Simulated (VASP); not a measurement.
# Rb2PdC2 (P-3m1) in VASP: single point with LDA

Aim: the single point of Rb2PdC2 with LDA.

Program: VASP 6.6.1. These are calculated values, not measurements. Logs are shortened: lines on timing, memory, paths and dates and some standing lists are left out, and cuts for length are marked.

## 1. The cell of the first run

It takes space group P-3m1 (No. 164, trigonal). The conventional cell has a = 4.907 Å, b = 4.907 Å, c = 5.144 Å, α = 90.00°, β = 90.00°, γ = 120.00°. Rb (site symmetry 3m) has 6 C at 2.88 to 3.33 Å and 3 Pd at 3.18 Å and 3 Rb at 3.61 Å within 3.8 Å. Within 2.6 Å of Pd (site symmetry -3m) lie 2 C at 1.95 Å. Within 1.7 Å of C (site symmetry 3m) lie 1 C at 1.25 Å.

## 2. Single point, LDA (21.46 Å³/atom)

Contents of INCAR:

```
SYSTEM = Rb2PdC2
PREC = Accurate
ENCUT = 700
EDIFF = 1E-6
ISMEAR = 0
SIGMA = 0.02
LREAL = .False.
LASPH = .True.
NELM = 120
ALGO = Normal
ISIF = 2
LWAVE = .False.
LCHARG = .False.
NBANDS = 30
GGA_COMPAT = .False.
```

Contents of KPOINTS:

```
regular mesh
0
Gamma
  6 6 6
  0 0 0
```

Contents of POSCAR:

```
Rb2PdC2
1.0
    4.9072815662      0.0000000000      0.0000000000
   -2.4536407831      4.2498304998      0.0000000000
    0.0000000000      0.0000000000      5.1439340035
Rb Pd C
2 1 2
Direct
    0.3333333333      0.6666666667      0.2825063369
    0.6666666667      0.3333333333      0.7174936631
    0.0000000000      0.0000000000      0.0000000000
    0.0000000000      0.0000000000      0.3783273239
    0.0000000000      0.0000000000      0.6216726761
```

Potentials or basis: VASP PAW LDA potentials, release 64 (Rb_sv, Pd_sv_GW, C).

Launch:

```
> cat potpaw_LDA.64/Rb_sv/POTCAR potpaw_LDA.64/Pd_sv_GW/POTCAR potpaw_LDA.64/C/POTCAR > POTCAR
> mpirun -np 1 vasp_std > vasp.out
```

OUTCAR:

```text
SYSTEM = Rb2PdC2
   PREC = Accurate
   ENCUT = 700
   EDIFF = 1E-6
   ISMEAR = 0
   LREAL = .False.
   LASPH = .True.
   NELM = 120
   ISIF = 2

 ion  position               nearest neighbor table
   1  0.333  0.667  0.283-   4 2.88   4 2.88   4 2.88   3 3.18   3 3.18   3 3.18   5 3.33   5 3.33
                             5 3.33   2 3.61   2 3.61   2 3.61   2 4.06   2 4.06   2 4.06
   2  0.667  0.333  0.717-   5 2.88   5 2.88   5 2.88   3 3.18   3 3.18   3 3.18   4 3.33   4 3.33
                             4 3.33   1 3.61   1 3.61   1 3.61   1 4.06   1 4.06   1 4.06
   3  0.000  0.000  0.000-   4 1.95   5 1.95   1 3.18   2 3.18   1 3.18   2 3.18   2 3.18   1 3.18

   4  0.000  0.000  0.378-   5 1.25   3 1.95   1 2.88   1 2.88   1 2.88   2 3.33   2 3.33   2 3.33

   5  0.000  0.000  0.622-   4 1.25   3 1.95   2 2.88   2 2.88   2 2.88   1 3.33   1 3.33   1 3.33

  LATTYP: Found a hexagonal cell.
 ALAT       =     4.9072815662
 C/A-ratio  =     1.0482247522

  Lattice vectors:

 A1 = (   4.9072815662,   0.0000000000,   0.0000000000)
 A2 = (  -2.4536407831,   4.2498304998,   0.0000000000)
 A3 = (   0.0000000000,   0.0000000000,   5.1439340035)

Analysis of symmetry for initial positions (statically):
=====================================================================
 Subroutine PRICEL returns:
 Original cell was already a primitive cell.

 Routine SETGRP: Setting up the symmetry group for a
 hexagonal supercell.

 Subroutine GETGRP returns: Found 12 space group operations
 (whereof 12 operations were pure point group operations)
 out of a pool of 24 trial point group operations.

The static configuration has the point symmetry D_3d.

Analysis of symmetry for dynamics (positions and initial velocities):
=====================================================================
 Subroutine PRICEL returns:
 Original cell was already a primitive cell.

 Routine SETGRP: Setting up the symmetry group for a
 hexagonal supercell.

 Subroutine GETGRP returns: Found 12 space group operations
 (whereof 12 operations were pure point group operations)
 out of a pool of 24 trial point group operations.

The dynamic configuration has the point symmetry D_3d.

 Subroutine INISYM returns: Found 12 space group operations
 (whereof 12 operations are pure point group operations),
 and found     1 'primitive' translations

----------------------------------------------------------------------------------------

                                     Primitive cell

  volume of cell :     107.2773

  direct lattice vectors                    reciprocal lattice vectors
     4.907281566  0.000000000  0.000000000     0.203778810  0.117651751  0.000000000
    -2.453640783  4.249830500  0.000000000     0.000000000  0.235303502  0.000000000
     0.000000000  0.000000000  5.143934004     0.000000000  0.000000000  0.194403738

  length of vectors
     4.907281566  4.907281566  5.143934004     0.235303502  0.235303502  0.194403738

  position of ions in fractional coordinates (direct lattice)
     0.333333333  0.666666667  0.282506337
     0.666666667  0.333333333  0.717493663
     0.000000000  0.000000000  0.000000000
     0.000000000  0.000000000  0.378327324
     0.000000000  0.000000000  0.621672676

  ion indices of the primitive-cell ions
   primitive index   ion index
                 1           1
                 2           2
                 3           3
                 4           4
                 5           5

----------------------------------------------------------------------------------------

 KPOINTS: regular mesh

Automatic generation of k-mesh.
 Grid dimensions read from file:
 generate k-points for:    6    6    6

 Generating k-lattice:

  Cartesian coordinates                     Fractional coordinates (reciprocal lattice)
     0.033963135  0.019608625  0.000000000     0.166666667  0.000000000  0.000000000
     0.000000000  0.039217250  0.000000000     0.000000000  0.166666667  0.000000000
     0.000000000  0.000000000  0.032400623     0.000000000  0.000000000  0.166666667

  Length of vectors
     0.039217250  0.039217250  0.032400623

  Shift w.r.t. Gamma in fractional coordinates (k-lattice)
     0.000000000  0.000000000  0.000000000

 Subroutine IBZKPT returns following result:
 ===========================================

 Found     34 irreducible k-points:

 Following reciprocal coordinates:
            Coordinates               Weight
  0.000000  0.000000  0.000000      1.000000
  0.166667 -0.000000  0.000000      6.000000
  0.333333  0.000000  0.000000      6.000000
  0.500000 -0.000000  0.000000      3.000000
  0.166667  0.166667  0.000000      6.000000
  0.333333  0.166667  0.000000     12.000000
[... 16 lines left out ...]
  0.500000 -0.000000  0.333333      6.000000
  0.166667  0.166667  0.333333     12.000000
 [... further k-points ...]
   k-points           NKPTS =     34   k-points in BZ     NKDIM =     34   number of bands    NBANDS=     30
   number of dos      NEDOS =    301   number of ions     NIONS =      5
   total plane-waves  NPLWV =  84672
   dimension x,y,z NGX =    42 NGY =   42 NGZ =   48
   dimension x,y,z NGXF=    84 NGYF=   84 NGZF=   96
   ions per type =               2   1   2
   NGX,Y,Z   is equivalent  to a cutoff of  14.23, 14.23, 15.51 a.u.
   NGXF,Y,Z  is equivalent  to a cutoff of  28.46, 28.46, 31.03 a.u.
 SYSTEM =  Rb2PdC2
   PREC   = accura    normal or accurate (medium, high low for compatibility)
   ISTART =      0    job   : 0-new  1-cont  2-samecut
   ICHARG =      2    charge: 1-file 2-atom 10-const
   ISPIN  =      1    spin polarized calculation?
   LNONCOLLINEAR =      F non collinear calculations
   LSORBIT =      F    spin-orbit coupling
   LASPH  =      T    aspherical Exc in radial PAW
   ENCUT  =  700.0 eV  51.45 Ry    7.17 a.u.  10.59 10.59 11.10*2*pi/ulx,y,z
   NELM   =    120;   NELMIN=  2; NELMDL= -5     # of ELM steps
   EDIFF  = 0.1E-05   stopping-criterion for ELM
   LREAL  =      F    real-space projection
   EDIFFG = 0.1E-04   stopping-criterion for IOM
   NSW    =      0    number of steps for IOM
   IBRION =     -1    ionic relax: 0-MD 1-quasi-New 2-CG
   NFREE  =      0    steps in history (QN), initial steepest desc. (CG)
   ISIF   =      2    stress and relaxation
   ISYM   =      2    0-nonsym 1-usesym 2-fastsym
   POTIM  = 0.5000    time-step for ionic-motion
   TEBEG  =    0.0;   TEEND  =   0.0 temperature during run
   PSTRESS=    0.0 pullay stress
   NELECT =      44.0000    total number of electrons
   NUPDOWN=      -1.0000    fix difference up-down
   EMIN   =  10.00;   EMAX   =-10.00  energy-range for DOS
   EFERMI =   0.00;   METHOD = LEGACY
   ISMEAR =     0;   SIGMA  =   0.02  broadening in eV -4-tet -1-fermi 0-gaus
   EFERMI_NEDOS =   21; number of points for ismear=-14 and -15
   IALGO  =     38    algorithm
   IMIX   =      4    mixing-type and parameters
     AMIX     =   0.40;   BMIX     =  1.00
     AMIX_MAG =   1.60;   BMIX_MAG =  1.00
  volume/ion in A,a.u.               =      21.46       144.79
  Fermi-wavevector in a.u.,A,eV,Ry     =   1.216344  2.298557 20.129719  1.479493
  Thomas-Fermi vector in A             =   2.351701
   LORBIT       =      0    0 simple, 1 ext, 2 COOP (PROOUT), +10 PAW based schemes
   GGA     = CA    functional components
   LHFCALC =     F    Hartree Fock is set to
   AEXX    =    0.0000 exact exchange contribution
   IVDW    =     0    specifies the selected vdW correction
   LEPSILON=     F    determine dielectric tensor
   LRPA    =     F    only Hartree local field effects (RPA)
 non-spin polarized calculation
 Gauss-broadening in eV      SIGMA  =   0.02
  energy-cutoff  :      700.00
  volume of cell :      107.28
 maximum number of plane-waves:      4535
   NGX = 21   NGY = 21   NGZ = 23

 number of electron      44.0000008 magnetization

 Free energy of the ion-electron system (eV)
  ---------------------------------------------------
  ext. energy  EPLUGINS =         0.00000000
  ---------------------------------------------------
  free energy    TOTEN  =       -26.81849110 eV

  energy without entropy =      -26.81849110  energy(sigma->0) =      -26.81849110

 E-fermi :   2.0219     XC(G=0):  -9.5211

 val. band max:        1.7519449422   @ k =   0.5000  -0.0000   0.5000
 cond. band min:       3.4051062376   @ k =   0.5000  -0.0000   0.5000
 fundamental gap:      1.6531612954
 Fermi energy:         2.0218635645

 k-point     1 :       0.0000    0.0000    0.0000
  band No.  band energies     occupation
      1     -81.0811      2.00000
      2     -47.4241      2.00000
      3     -46.9400      2.00000
      4     -46.9400      2.00000
      5     -24.4568      2.00000
      6     -24.2774      2.00000
[... 22 lines left out ...]
     29       8.2069      0.00000
     30       8.2069      0.00000

 k-point     2 :       0.1667   -0.0000    0.0000
  band No.  band energies     occupation
      1     -81.0811      2.00000
      2     -47.4241      2.00000
      3     -46.9400      2.00000
      4     -46.9400      2.00000
      5     -24.4441      2.00000
      6     -24.2866      2.00000
[... 22 lines left out ...]
     29       8.6746      0.00000
     30       9.2006      0.00000

 k-point     3 :       0.3333    0.0000    0.0000
  band No.  band energies     occupation
      1     -81.0810      2.00000
      2     -47.4241      2.00000
      3     -46.9401      2.00000
      4     -46.9400      2.00000
      5     -24.4126      2.00000
      6     -24.3110      2.00000
[... 22 lines left out ...]
     29       8.6699      0.00000
     30       9.2117      0.00000

 k-point     4 :       0.5000   -0.0000    0.0000
  band No.  band energies     occupation
      1     -81.0810      2.00000
      2     -47.4241      2.00000
      3     -46.9401      2.00000
      4     -46.9400      2.00000
      5     -24.3883      2.00000
      6     -24.3318      2.00000
[... 22 lines left out ...]
     29       8.6203      0.00000
     30       8.9799      0.00000

 k-point     5 :       0.1667    0.1667    0.0000
  band No.  band energies     occupation
      1     -81.0811      2.00000
      2     -47.4241      2.00000
      3     -46.9401      2.00000
      4     -46.9400      2.00000
      5     -24.4217      2.00000
      6     -24.3036      2.00000
[... 22 lines left out ...]
     29       8.5912      0.00000
     30       8.7812      0.00000
[... 526 lines left out ...]
     29       8.0569      0.00000
     30       9.0221      0.00000

 k-point    22 :       0.0000    0.3333    0.3333
  band No.  band energies     occupation
      1     -81.0810      2.00000
      2     -47.4241      2.00000
      3     -46.9401      2.00000
      4     -46.9400      2.00000
      5     -24.3970      2.00000
      6     -24.3248      2.00000
[... 22 lines left out ...]
     29       8.3775      0.00000
     30       8.5187      0.00000

 k-point    23 :       0.5000   -0.0000    0.3333
  band No.  band energies     occupation
      1     -81.0810      2.00000
      2     -47.4241      2.00000
      3     -46.9401      2.00000
      4     -46.9400      2.00000
      5     -24.3795      2.00000
      6     -24.3385      2.00000
[... 22 lines left out ...]
     29       8.3681      0.00000
     30       8.5760      0.00000

 k-point    24 :       0.1667    0.1667    0.3333
  band No.  band energies     occupation
      1     -81.0811      2.00000
      2     -47.4241      2.00000
      3     -46.9401      2.00000
      4     -46.9400      2.00000
      5     -24.4032      2.00000
      6     -24.3206      2.00000
[... 22 lines left out ...]
     29       8.1834      0.00000
     30       8.8003      0.00000

 [... further k-points ...]
[... 5 lines left out ...]
  --------------------------------------------------------------------------------------
  -------------------------------------------------------------------------------------
  Total        3.6719433      3.6719433      3.8114477      0.0000000      0.0000000      0.0000000
  in kB       54.8401420     54.8401420     56.9236279      0.0000000      0.0000000      0.0000000
  external PRESSURE =      55.5346373 kB  Pullay stress =       0.0000000 kB

 VOLUME and BASIS-vectors are now :
 -----------------------------------------------------------------------------
  energy-cutoff  :      700.00
  volume of cell :      107.28
      direct lattice vectors                 reciprocal lattice vectors
     4.907281566  0.000000000  0.000000000     0.203778810  0.117651751  0.000000000
    -2.453640783  4.249830500  0.000000000     0.000000000  0.235303502  0.000000000
     0.000000000  0.000000000  5.143934004     0.000000000  0.000000000  0.194403738

 POSITION                                       TOTAL-FORCE (eV/Angst)
 -----------------------------------------------------------------------------------
     -0.00000      2.83322      1.45319        -0.000000     -0.000000      0.003002
      2.45364      1.41661      3.69074         0.000000      0.000000     -0.003002
      0.00000      0.00000      0.00000        -0.000000      0.000000      0.000000
      0.00000      0.00000      1.94609        -0.000000      0.000000     -0.028644
      0.00000      0.00000      3.19784        -0.000000     -0.000000      0.028644
 -----------------------------------------------------------------------------------
    total drift:                               -0.000000      0.000000      0.000000

  FREE ENERGIE OF THE ION-ELECTRON SYSTEM (eV)
  ---------------------------------------------------
  free  energy   TOTEN  =       -26.8184910992 eV

  energy  without entropy=      -26.8184910992  energy(sigma->0) =      -26.81849110
```

Wall time 2.3 min (1 thread of Intel Xeon 6975P-C (Granite Rapids), shared host); peak memory 0.35 GiB.

Results:

| Item | Value |
| --- | --- |
| Free energy | -26.8185 eV |
| Pressure | 5.6 GPa |
| Largest force | 0.029 eV/Å |
| Band gap on the k mesh | 1.65 eV |

Forces in eV/Å, atoms in the order of the input:
```
Rb   0.000  0.000  0.003
Rb   0.000  0.000 -0.003
Pd   0.000  0.000  0.000
C    0.000  0.000 -0.029
C    0.000  0.000  0.029
```

Stress tensor (GPa, compression positive):
```
5.48 0.00 0.00
0.00 5.48 0.00
0.00 0.00 5.69
```

Levels at points of the mesh, in eV from the valence-band top:
| k point | band 19 | band 20 | band 21 | band 22 | band 23 | band 24 | band 25 | band 26 |
| --- | --- | --- | --- | --- | --- | --- | --- | --- |
| (0.00, 0.00, 0.00) | -2.27 | -1.51 | -1.34 | -1.34 | 3.97 | 4.63 | 5.13 | 5.13 |
| (0.50, 0.00, 0.00) | -2.12 | -1.45 | -1.29 | -0.43 | 2.60 | 3.40 | 4.39 | 5.76 |
| (0.00, 0.00, 0.50) | -1.34 | -1.24 | -0.11 | -0.11 | 2.22 | 2.22 | 4.53 | 5.32 |
| (0.50, 0.00, 0.50) | -1.32 | -0.83 | -0.12 | 0.00 | 1.65 | 3.11 | 4.97 | 5.21 |

Caveat: the cell stands under pressure.
